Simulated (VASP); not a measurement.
WS2:

```xyz
6
Lattice="3.2932 0.0000 0.0000 -1.6466 2.8520 0.0000 0.0000 0.0000 13.7497" Properties=species:S:1:pos:R:3 pbc="T T T"
W     0.0000    0.0000    3.4374
W     0.0000    0.0000   10.3123
S     0.0000    1.9013    1.8961
S     1.6466    0.9507    8.7709
S     1.6466    0.9507   11.8536
S     0.0000    1.9013    4.9787
```

```yaml
Program: VASP 6.6.1
Task: relaxation of cell and atoms
Functional: PBE
Potentials_or_basis: VASP PAW PBE potentials, release 64 (W_sv, S)
Cutoff: 600 eV
k_mesh: 9 × 9 × 2
Occupations: gaussian, width 0.02 eV
Spin: no spin polarisation
```

At the start: pressure -5.3 GPa; volume 21.52 Å³/atom.

Question: How do energy, volume and symmetry change on relaxing?

Answer: Over 19 steps the energy falls by 34.1 meV/atom and the volume is 21.61 Å³/atom (+0.4 %); space group P6_3/mmc (No. 194, to 0.1 Å) before and after.

The path:
| step | energy change (eV) | largest force (eV/Å) | pressure (GPa) | volume (Å³) |
| --- | --- | --- | --- | --- |
| 1 | 0.0000 | 0.1180 | -5.31 | 129.14 |
| 2 | 0.0371 | 1.3224 | 10.23 | 116.17 |
| 3 | -0.1562 | 0.5108 | 1.20 | 122.78 |
| 4 | -0.1824 | 0.3547 | -0.77 | 122.61 |
| 5 | -0.1976 | 0.0407 | -0.07 | 122.68 |
| 6 | -0.1976 | 0.0301 | -0.05 | 122.69 |
| 7 | -0.1978 | 0.0121 | 0.15 | 122.59 |
| 8 | -0.1978 | 0.0079 | 0.20 | 122.57 |
| 9 | -0.1979 | 0.0141 | 0.18 | 122.62 |
| 10 | -0.1982 | 0.0325 | 0.13 | 122.78 |
| 11 | -0.1984 | 0.0688 | 0.04 | 123.09 |
| 12 | -0.1986 | 0.0678 | 0.04 | 123.15 |
| 13 | -0.1989 | 0.0650 | 0.05 | 123.32 |
| 14 | -0.1996 | 0.0588 | 0.06 | 123.67 |
| 15 | -0.2008 | 0.0458 | 0.09 | 124.37 |
| 16 | -0.2027 | 0.0163 | 0.17 | 125.78 |
| 17 | -0.2042 | 0.0575 | 0.41 | 128.58 |
| 18 | -0.2047 | 0.0204 | 0.15 | 129.23 |
| 19 | -0.2049 | 0.0047 | -0.03 | 129.67 |

Final structure:
```xyz
6
Lattice="3.1883 0.0000 0.0000 -1.5941 2.7611 0.0000 0.0000 0.0000 14.7299" Properties=species:S:1:pos:R:3 pbc="T T T"
W     0.0000    0.0000    3.6825
W     0.0000    0.0000   11.0475
S     0.0000    1.8408    2.1114
S     1.5941    0.9204    9.4763
S     1.5941    0.9204   12.6186
S     0.0000    1.8408    5.2536
```

Caveat: this functional lacks dispersion, which binds layers or chains, so the pressure and a relaxed spacing across them are unreliable.
